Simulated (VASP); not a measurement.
# Al3C in VASP: single point with r2SCAN

Aim: the single point of Al3C with r2SCAN.

Program: VASP 6.6.1. These are calculated values, not measurements. Logs are shortened: lines on timing, memory, paths and dates and some standing lists are left out, and cuts for length are marked.

### Step 1. The cell of the first run

The cell holds a slab with vacuum, 4 atoms: a = 2.823 Å, b = 2.823 Å, c = 19.601 Å, α = 90.00°, β = 90.00°, γ = 90.00°.

### Step 2. Single point, r2SCAN

The input, POSCAR:

```
Al3C
1.0
    2.8227735243      0.0000000000      0.0000000000
    0.0000000000      2.8227735243      0.0000000000
    0.0000000000      0.0000000000     19.6006972839
Al C
3 1
Direct
    0.5000000000      0.5000000000      0.2040743726
    0.0000000000      0.0000000000      0.3086652018
    0.5000000000      0.5000000000      0.4132861789
    0.6666666667      0.8333333333      0.4946352957
```

The input, INCAR.step1:

```
SYSTEM = Al3C
ALGO = Normal
DIPOL = 0.5 0.5 0.355
EDIFF = 1E-4
ENCUT = 520
GGA = PE
IDIPOL = 3
ISMEAR = 0
LASPH = .TRUE.
LCHARG = .FALSE.
LDIPOL = .TRUE.
LREAL = .FALSE.
LWAVE = .TRUE.
NBANDS = 14
NELM = 60
PREC = Accurate
SIGMA = 0.1
```

The input, INCAR.step2:

```
SYSTEM = Al3C
ALGO = Normal
DIPOL = 0.5 0.5 0.355
EDIFF = 1E-6
ENCUT = 520
IDIPOL = 3
ISIF = 2
ISMEAR = 0
ISTART = 1
LASPH = .TRUE.
LCHARG = .TRUE.
LDIPOL = .TRUE.
LELF = .TRUE.
LMIXTAU = .TRUE.
LREAL = .FALSE.
LVACPOTAV = .TRUE.
LVHAR = .TRUE.
LWAVE = .FALSE.
METAGGA = R2SCAN
NBANDS = 14
NELM = 60
PREC = Accurate
SIGMA = 0.1
```

The input, KPOINTS:

```
k-points
0
G
  9 9 1
  0 0 0
```

Potentials or basis: VASP PAW PBE potentials, release 64 (Al, C).

Command:

```
> cat potpaw_PBE.64/Al/POTCAR potpaw_PBE.64/C/POTCAR > POTCAR
> cp INCAR.step1 INCAR
> mpirun -np 1 vasp_std > vasp.out
> cp INCAR.step2 INCAR
> mpirun -np 1 vasp_std > vasp.out
```

OUTCAR:

```text
SYSTEM = Al3C
   EDIFF = 1E-6
   ENCUT = 520
   ISIF = 2
   ISMEAR = 0
   ISTART = 1
   LASPH = .TRUE.
   LREAL = .FALSE.
   METAGGA = R2SCAN
   NELM = 60
   PREC = Accurate

 ion  position               nearest neighbor table
   1  0.500  0.500  0.204-   2 2.86   2 2.86   2 2.86   2 2.86
   2  0.000  0.000  0.309-   1 2.86   1 2.86   1 2.86   1 2.86   3 2.86   3 2.86   3 2.86   3 2.86

   3  0.500  0.500  0.413-   4 1.91   4 2.51   2 2.86   2 2.86   2 2.86   2 2.86
   4  0.667  0.833  0.495-   3 1.91   3 2.51

  LATTYP: Found a simple tetragonal cell.
 ALAT       =     2.8227735243
 C/A-ratio  =     6.9437725397

  Lattice vectors:

 A1 = (   2.8227735243,   0.0000000000,   0.0000000000)
 A2 = (   0.0000000000,   2.8227735243,   0.0000000000)
 A3 = (   0.0000000000,   0.0000000000,  19.6006972839)

Analysis of symmetry for initial positions (statically):
=====================================================================
 Subroutine PRICEL returns:
 Original cell was already a primitive cell.

 Routine SETGRP: Setting up the symmetry group for a
 simple tetragonal supercell.

 Subroutine GETGRP returns: Found  1 space group operations
 (whereof  1 operations were pure point group operations)
 out of a pool of 16 trial point group operations.

The static configuration has the point symmetry C_1 .

Analysis of symmetry for dynamics (positions and initial velocities):
=====================================================================
 Subroutine PRICEL returns:
 Original cell was already a primitive cell.

 Routine SETGRP: Setting up the symmetry group for a
 simple tetragonal supercell.

 Subroutine GETGRP returns: Found  1 space group operations
 (whereof  1 operations were pure point group operations)
 out of a pool of 16 trial point group operations.

The dynamic configuration has the point symmetry C_1 .

 Subroutine INISYM returns: Found  1 space group operations
 (whereof  1 operations are pure point group operations),
 and found     1 'primitive' translations

----------------------------------------------------------------------------------------

                                     Primitive cell

  volume of cell :     156.1793

  direct lattice vectors                    reciprocal lattice vectors
     2.822773524  0.000000000  0.000000000     0.354261506  0.000000000  0.000000000
     0.000000000  2.822773524  0.000000000     0.000000000  0.354261506  0.000000000
     0.000000000  0.000000000 19.600697284     0.000000000  0.000000000  0.051018593

  length of vectors
     2.822773524  2.822773524 19.600697284     0.354261506  0.354261506  0.051018593

  position of ions in fractional coordinates (direct lattice)
     0.500000000  0.500000000  0.204074373
     0.000000000  0.000000000  0.308665202
     0.500000000  0.500000000  0.413286179
     0.666666667  0.833333333  0.494635296

  ion indices of the primitive-cell ions
   primitive index   ion index
                 1           1
                 2           2
                 3           3
                 4           4

----------------------------------------------------------------------------------------

 KPOINTS: k-points

Automatic generation of k-mesh.
 Grid dimensions read from file:
 generate k-points for:    9    9    1

 Generating k-lattice:

  Cartesian coordinates                     Fractional coordinates (reciprocal lattice)
     0.039362390  0.000000000  0.000000000     0.111111111  0.000000000  0.000000000
     0.000000000  0.039362390  0.000000000     0.000000000  0.111111111  0.000000000
     0.000000000  0.000000000  0.051018593     0.000000000  0.000000000  1.000000000

  Length of vectors
     0.039362390  0.039362390  0.051018593

  Shift w.r.t. Gamma in fractional coordinates (k-lattice)
     0.000000000  0.000000000  0.000000000

 Subroutine IBZKPT returns following result:
 ===========================================

 Found     41 irreducible k-points:

 Following reciprocal coordinates:
            Coordinates               Weight
  0.000000  0.000000  0.000000      1.000000
  0.111111  0.000000  0.000000      2.000000
  0.000000  0.111111  0.000000      2.000000
  0.222222  0.000000  0.000000      2.000000
  0.000000  0.222222  0.000000      2.000000
  0.333333  0.000000  0.000000      2.000000
[... 16 lines left out ...]
  0.111111  0.444444  0.000000      2.000000
  0.222222  0.222222  0.000000      2.000000
 [... further k-points ...]
   k-points           NKPTS =     41   k-points in BZ     NKDIM =     41   number of bands    NBANDS=     14
   number of dos      NEDOS =    301   number of ions     NIONS =      4
   total plane-waves  NPLWV =  86400
   dimension x,y,z NGX =    24 NGY =   24 NGZ =  150
   dimension x,y,z NGXF=    48 NGYF=   48 NGZF=  300
   ions per type =               3   1
   NGX,Y,Z   is equivalent  to a cutoff of  14.13, 14.13, 12.72 a.u.
   NGXF,Y,Z  is equivalent  to a cutoff of  28.27, 28.27, 25.44 a.u.
 SYSTEM =  Al3C
   PREC   = accura    normal or accurate (medium, high low for compatibility)
   ISTART =      1    job   : 0-new  1-cont  2-samecut
   ICHARG =      0    charge: 1-file 2-atom 10-const
   ISPIN  =      1    spin polarized calculation?
   LNONCOLLINEAR =      F non collinear calculations
   LSORBIT =      F    spin-orbit coupling
   LASPH  =      T    aspherical Exc in radial PAW
   ENCUT  =  520.0 eV  38.22 Ry    6.18 a.u.   5.25  5.25 36.44*2*pi/ulx,y,z
   NELM   =     60;   NELMIN=  2; NELMDL=  0     # of ELM steps
   EDIFF  = 0.1E-05   stopping-criterion for ELM
   LREAL  =      F    real-space projection
   EDIFFG = 0.1E-04   stopping-criterion for IOM
   NSW    =      0    number of steps for IOM
   IBRION =     -1    ionic relax: 0-MD 1-quasi-New 2-CG
   NFREE  =      0    steps in history (QN), initial steepest desc. (CG)
   ISIF   =      2    stress and relaxation
   ISYM   =      2    0-nonsym 1-usesym 2-fastsym
   POTIM  = 0.5000    time-step for ionic-motion
   TEBEG  =    0.0;   TEEND  =   0.0 temperature during run
   PSTRESS=    0.0 pullay stress
   NELECT =      13.0000    total number of electrons
   NUPDOWN=      -1.0000    fix difference up-down
   EMIN   =  10.00;   EMAX   =-10.00  energy-range for DOS
   EFERMI =   0.00;   METHOD = LEGACY
   ISMEAR =     0;   SIGMA  =   0.10  broadening in eV -4-tet -1-fermi 0-gaus
   EFERMI_NEDOS =   21; number of points for ismear=-14 and -15
   IALGO  =     38    algorithm
   IMIX   =      4    mixing-type and parameters
     AMIX     =   0.40;   BMIX     =  1.00
     AMIX_MAG =   1.60;   BMIX_MAG =  1.00
  volume/ion in A,a.u.               =      39.04       263.49
  Fermi-wavevector in a.u.,A,eV,Ry     =   0.714795  1.350766  6.951648  0.510932
  Thomas-Fermi vector in A             =   1.802788
   LORBIT       =      0    0 simple, 1 ext, 2 COOP (PROOUT), +10 PAW based schemes
   METAGGA = R2SCAN    functional components
   LHFCALC =     F    Hartree Fock is set to
   AEXX    =    0.0000 exact exchange contribution
   IVDW    =     0    specifies the selected vdW correction
   LEPSILON=     F    determine dielectric tensor
   LRPA    =     F    only Hartree local field effects (RPA)
 non-spin polarized calculation
 Gauss-broadening in eV      SIGMA  =   0.10
  energy-cutoff  :      520.00
  volume of cell :      156.18
 maximum number of plane-waves:      4249
 NGX is ok and might be reduce to    24
   NGX = 11   NGY = 11   NGZ = 73

 number of electron      13.0000000 magnetization

 dipolmoment           0.000000      0.000000      0.134115 electrons x Angstroem

 Free energy of the ion-electron system (eV)
  ---------------------------------------------------
  ext. energy  EPLUGINS =         0.00000000
  ---------------------------------------------------
  free energy    TOTEN  =       -24.55613006 eV

  energy without entropy =      -24.54824760  energy(sigma->0) =      -24.55218883

 E-fermi :  -1.0816     XC(G=0):  -4.9524

 val. band max:       -1.1005831718   @ k =  -0.3333   0.2222   0.0000
 cond. band min:      -1.0559206791   @ k =   0.3333   0.2222   0.0000
 fundamental gap:      0.0446624927
 Fermi energy:        -1.0815969477

 k-point     1 :       0.0000    0.0000    0.0000
  band No.  band energies     occupation
      1     -13.3225      2.00000
      2     -11.7377      2.00000
      3      -9.0264      2.00000
      4      -5.3170      2.00000
      5      -2.6387      2.00000
      6       0.5656      0.00000
      7       1.3707      0.00000
      8       1.6146      0.00000
      9       3.3653      0.00000
     10       4.7733      0.00000
     11       5.5442      0.00000
     12       6.0346      0.00000
     13       6.1006      0.00000
     14       6.3322      0.00000

 k-point     2 :       0.1111    0.0000    0.0000
  band No.  band energies     occupation
      1     -13.1391      2.00000
      2     -11.5122      2.00000
      3      -8.8048      2.00000
      4      -5.1019      2.00000
      5      -2.4744      2.00000
      6       0.1723      0.00000
      7       1.0406      0.00000
      8       1.5565      0.00000
      9       2.7779      0.00000
     10       3.6314      0.00000
     11       4.8378      0.00000
     12       5.4560      0.00000
     13       6.2495      0.00000
     14       6.5607      0.00000

 k-point     3 :       0.0000    0.1111    0.0000
  band No.  band energies     occupation
      1     -13.1319      2.00000
      2     -11.5108      2.00000
      3      -8.8035      2.00000
      4      -5.1015      2.00000
      5      -2.4757      2.00000
      6      -0.0439      0.00000
      7       1.1176      0.00000
      8       1.6822      0.00000
      9       2.7173      0.00000
     10       3.6131      0.00000
     11       4.9811      0.00000
     12       5.2706      0.00000
     13       6.2935      0.00000
     14       6.5581      0.00000

 k-point     4 :       0.2222    0.0000    0.0000
  band No.  band energies     occupation
      1     -12.6195      2.00000
      2     -10.8371      2.00000
      3      -8.1479      2.00000
      4      -4.4800      2.00000
      5      -2.1226      2.00000
      6      -1.5960      2.00000
      7      -0.3563      0.00000
      8       1.2425      0.00000
      9       1.9157      0.00000
     10       2.2766      0.00000
     11       4.3100      0.00000
     12       5.6655      0.00000
     13       6.1382      0.00000
     14       6.8822      0.00000

 k-point     5 :       0.0000    0.2222    0.0000
  band No.  band energies     occupation
      1     -12.5868      2.00000
      2     -10.8320      2.00000
      3      -8.1425      2.00000
      4      -4.4795      2.00000
      5      -2.2164      2.00000
      6      -1.8168      2.00000
      7      -0.4078      0.00000
      8       1.4233      0.00000
      9       1.9789      0.00000
     10       2.2840      0.00000
     11       4.2655      0.00000
[... 276 lines left out ...]
 k-point    22 :      -0.4444    0.1111    0.0000
  band No.  band energies     occupation
      1     -11.0955      2.00000
      2      -7.9423      2.00000
      3      -6.0785      2.00000
      4      -5.5331      2.00000
      5      -4.1967      2.00000
      6      -2.8111      2.00000
      7      -1.7859      2.00000
      8      -0.2847      0.00000
      9       1.0962      0.00000
     10       1.3003      0.00000
     11       3.9261      0.00000
     12       5.4559      0.00000
     13       6.5516      0.00000
     14       7.1941      0.00000

 k-point    23 :       0.1111    0.4444    0.0000
  band No.  band energies     occupation
      1     -10.9389      2.00000
      2      -7.9460      2.00000
      3      -6.1499      2.00000
      4      -5.5381      2.00000
      5      -4.5362      2.00000
      6      -3.0065      2.00000
      7      -1.6871      2.00000
      8      -0.4104      0.00000
      9       1.2804      0.00000
     10       1.7274      0.00000
     11       3.5950      0.00000
     12       5.6210      0.00000
     13       6.6447      0.00000
     14       7.0314      0.00000

 k-point    24 :       0.2222    0.2222    0.0000
  band No.  band energies     occupation
      1     -11.9256      2.00000
      2      -9.9251      2.00000
      3      -7.2619      2.00000
      4      -3.6554      2.00000
      5      -1.7424      2.00000
      6      -1.3609      1.99992
      7      -0.8690      0.00264
      8      -0.1610      0.00000
      9       1.3081      0.00000
     10       2.2473      0.00000
     11       2.7350      0.00000
     12       4.0017      0.00000
     13       5.1708      0.00000
     14       5.8605      0.00000

 [... further k-points ...]

------------------------ aborting loop because EDIFF is reached ----------------------------------------

  FORCE on cell =-STRESS in cart. coord.  units (eV):
  Direction    XX          YY          ZZ          XY          YZ          ZX
  --------------------------------------------------------------------------------------
  -------------------------------------------------------------------------------------
  Total       -3.1827486     -3.4838735      0.3505923      0.9369318      1.7717523      0.6383241
  in kB      -32.6504617    -35.7395732      3.5965770      9.6115838     18.1756521      6.5482951
  external PRESSURE =     -21.5978193 kB  Pullay stress =       0.0000000 kB

 VOLUME and BASIS-vectors are now :
 -----------------------------------------------------------------------------
  energy-cutoff  :      520.00
  volume of cell :      156.18
      direct lattice vectors                 reciprocal lattice vectors
     2.822773524  0.000000000  0.000000000     0.354261506  0.000000000  0.000000000
     0.000000000  2.822773524  0.000000000     0.000000000  0.354261506  0.000000000
     0.000000000  0.000000000 19.600697284     0.000000000  0.000000000  0.051018593

 POSITION                                       TOTAL-FORCE (eV/Angst)
 -----------------------------------------------------------------------------------
      1.41139      1.41139      4.00000         0.000833      0.016870     -0.092298
      0.00000      0.00000      6.05005         0.068913      0.048904      0.024690
      1.41139      1.41139      8.10070        -0.560830     -1.283478      0.057383
      1.88185      2.35231      9.69520         0.491084      1.217704      0.010225
 -----------------------------------------------------------------------------------
    total drift:                               -0.000237      0.000017      0.000205

  FREE ENERGIE OF THE ION-ELECTRON SYSTEM (eV)
  ---------------------------------------------------
  free  energy   TOTEN  =       -24.5561300558 eV

  energy  without entropy=      -24.5482476003  energy(sigma->0) =      -24.55218883

 vacuum level on the upper side and lower side of the slab         6.456         3.409
```

Wall time 3.4 min (1 thread of Intel Xeon 6975P-C (Granite Rapids), shared host); peak memory 0.33 GiB.

What came out:

* Free energy: -24.5561 eV
* Largest force: 1.402 eV/Å

Forces on the atoms (eV/Å):
```
Al   0.001  0.017 -0.092
Al   0.069  0.049  0.025
Al  -0.561 -1.283  0.057
C    0.491  1.218  0.010
```

Levels at points of the mesh, in eV from the Fermi level:
```csv
k point,band 3,band 4,band 5,band 6,band 7,band 8,band 9,band 10,band 11,band 12
"(0.00, 0.00, 0.00)",-7.94,-4.24,-1.56,1.65,2.45,2.70,4.45,5.85,6.63,7.12
```

Caveat: the PAW data sets were made with another functional, which shifts forces and pressure a little.
